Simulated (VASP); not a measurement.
Write the native input for VASP 6.6.1 that does the following.

```yaml
Task: single point
Functional: PBE
Potentials_or_basis: VASP PAW PBE potentials, release 64 (W_sv, C)
Cutoff: 520 eV
k_mesh: 18 × 18 × 16
Occupations: gaussian, width 0.15 eV
Spin: no spin polarisation
Dipole_correction: no
Further_INCAR_settings: ALGO = Normal; EDIFF = 1e-06; NBANDS = 16
```

The structure of WC lies in POSCAR:

```
WC
1.0
    2.9005014360      0.0000000000      0.0000000000
   -1.4502507180      2.5119079273      0.0000000000
    0.0000000000      0.0000000000      2.8290000000
W C
1 1
Direct
    0.0000000000      0.0000000000      0.0000000000
    0.6210474113      0.3105237056      0.4657855585
```

This cell differs from its parent crystal: all C atoms moved +0.150 Å, as atom 2 towards its neighbour atom 1 (W) at 2.192 Å.

The input as run:

INCAR

```
PREC = Accurate ; ENCUT = 520
EDIFF = 1E-6 ; ISMEAR = 0
SIGMA = 0.15 ; LREAL = False
LASPH = True ; NELM = 80
ALGO = Normal ; ISIF = 2
LWAVE = False ; LCHARG = False
GGA = PE ; NBANDS = 16
```

KPOINTS

```
Automatic mesh
0
Gamma
  18 18 16
```

Potentials or basis: VASP PAW PBE potentials, release 64 (W_sv, C).

Run with:

```sh
$ cat potpaw_PBE.64/W_sv/POTCAR potpaw_PBE.64/C/POTCAR > POTCAR
$ mpirun -np 1 vasp_std > vasp.out
```

Results of the run:

The pressure is 14.0 GPa. The largest force is 2.554 eV/Å and the band gap on the k mesh is zero (band 9 reaches 11.67 eV, above the bottom of band 10 at 10.72 eV).

Caveat: the cell differs from its parent crystal (all C atoms moved +0.150 Å, as atom 2 towards its neighbour atom 1 (W) at 2.192 Å); spin-orbit coupling is left out, which moves the levels of the heavy elements; forces of over 1 eV/Å act on the atoms, so gaps and moduli don't describe the material at rest.

Run time: 3.1 min on 1 thread of Intel(R) Xeon(R) Platinum 8488C (Sapphire Rapids) (shared host), peak memory 0.53 GiB.
